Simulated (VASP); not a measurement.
**MoSeS: single point with LDA**

The system is MoSeS, a sheet with vacuum.

```
S Mo Se
1.0
     3.24000    0.00000    0.00000
    -1.62000    2.80592    0.00000
     0.00000    0.00000   17.20000
S Mo Se
1 1 1
Direct
  0.66667 0.33333 0.40698
  0.33333 0.66667 0.49593
  0.66667 0.33333 0.59302
```

```json
{
  "Program": "VASP 6.6.1",
  "Task": "single point",
  "Functional": "LDA",
  "Potentials or basis": "VASP PAW LDA potentials, release 64 (S, Mo_sv, Se)",
  "Cutoff": "400 eV",
  "k mesh": "12 × 12 × 1",
  "Occupations": "gaussian, width 0.03 eV",
  "Spin": "no spin polarisation",
  "Dipole correction": "yes",
  "Further INCAR settings": "ALGO = Normal; EDIFF = 1e-06; NBANDS = 20; NELMDL = -8"
}
```

```
Largest force          : 0.496 eV/Å
Band gap on the k mesh : 1.57 eV (least direct gap 1.58 eV)
```

Forces on the atoms (eV/Å):
```
S    0.000  0.000  0.496
Mo   0.000  0.000 -0.492
Se   0.000  0.000 -0.004
```

Levels at points of the mesh, in eV from the valence-band top:
```csv
k point,band 11,band 12,band 13,band 14,band 15,band 16
"(0.00, 0.00, 0.00)",-1.26,-1.26,0.00,2.83,2.83,3.25
"(0.50, 0.00, 0.00)",-1.80,-0.76,-0.60,2.10,2.55,3.74
```

Run time: 110 s on 1 thread of Intel(R) Xeon(R) Platinum 8375C CPU @ 2.90GHz (Ice Lake), with other jobs on the host, peak memory 0.22 GiB.
